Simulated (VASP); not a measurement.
Write the native input for VASP 6.6.1 that does the following.

```
Task                   : single point
Functional             : PBE
Potentials or basis    : VASP PAW PBE potentials, release 64 (Si, C)
Cutoff                 : 600 eV
k mesh                 : 4 × 4 × 4
Occupations            : gaussian, width 0.01 eV
Spin                   : no spin polarisation
Dipole correction      : no
Further INCAR settings : ALGO = Normal; EDIFF = 1e-06; NBANDS = 11
```

The structure of SiC lies in POSCAR:

```
SiC
1.0
    0.0000000000      2.1192710523      2.1192710523
    2.1192710523      0.0000000000      2.1192710523
    2.1192710523      2.1192710523      0.0000000000
Si C
1 1
Direct
    0.0000000000      0.0000000000      0.0000000000
    0.2500000000      0.2500000000      0.2500000000
```

One way to write it, as run:

INCAR

```
  PREC = Accurate
  ENCUT = 600
  EDIFF = 1E-6
  ISMEAR = 0
  SIGMA = 0.01
  LREAL = False
  LASPH = True
  NELM = 120
  ALGO = Normal
  ISIF = 2
  LWAVE = False
  LCHARG = False
  GGA = PE
  NBANDS = 11
  GGA_COMPAT = False
```

KPOINTS

```
regular mesh
0
Gamma
  4 4 4
```

Potentials or basis: VASP PAW PBE potentials, release 64 (Si, C).

Command:

```sh
$ cat potpaw_PBE.64/Si/POTCAR potpaw_PBE.64/C/POTCAR > POTCAR
$ mpirun -np 1 vasp_std > vasp.out
```

Results of the run:

* Pressure: 25.6 GPa
* Band gap on the k mesh: 1.23 eV, indirect (least direct gap 4.59 eV)

Caveat: the k points lie up to 0.64 Å⁻¹ apart.

It took 4.4 s on 1 thread of Intel Xeon 8259CL, on a shared host, peak memory 0.13 GiB.
